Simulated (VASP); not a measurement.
Here is a VASP 6.6.1 calculation.

INCAR

```
ALGO = Normal
EDIFF = 1E-8
EFERMI = MIDGAP
ENCUT = 540
GGA = PE
GGA_COMPAT = F
ISIF = 2
ISMEAR = 0
LASPH = T
LCHARG = F
LORBIT = 11
LREAL = F
LSORBIT = T
LWAVE = F
MAGMOM = 0 0 0 0 0 0
NBANDS = 60
NELM = 200
PREC = Accurate
SIGMA = 0.03
```

File KPOINTS:

```
Automatic mesh
0
Gamma
  10 10 10
  0 0 0
```

File POSCAR:

```
PbSe
1.0
    0.0000000000      3.0606500000      3.0912565000
    3.0606500000      0.0000000000      3.0912565000
    3.0606500000      3.0606500000      0.0000000000
Pb Se
1 1
Direct
    0.0000000000      0.0000000000      0.0000000000
    0.5081682000      0.5081682000      0.4918318000
```

Potentials or basis: VASP PAW PBE potentials, release 64 (Pb_d, Se).

The run is started by

```bash
$ cat potpaw_PBE.64/Pb_d/POTCAR potpaw_PBE.64/Se/POTCAR > POTCAR
$ mpirun -np 1 vasp_ncl > vasp.out
```

Question: What does it give for the pressure?

Answer: 1.7 GPa.

Question: Predict the largest force.

Answer: 0.005 eV/Å.

Question: Predict the net moment.

Answer: 0.00 μB per cell.

Stress tensor (GPa, compression positive):
```
2.03 0.00 0.00
0.00 2.03 0.00
0.00 0.00 0.99
```

Caveat: the cell differs from its parent crystal (cell strained by +1.0% along z).
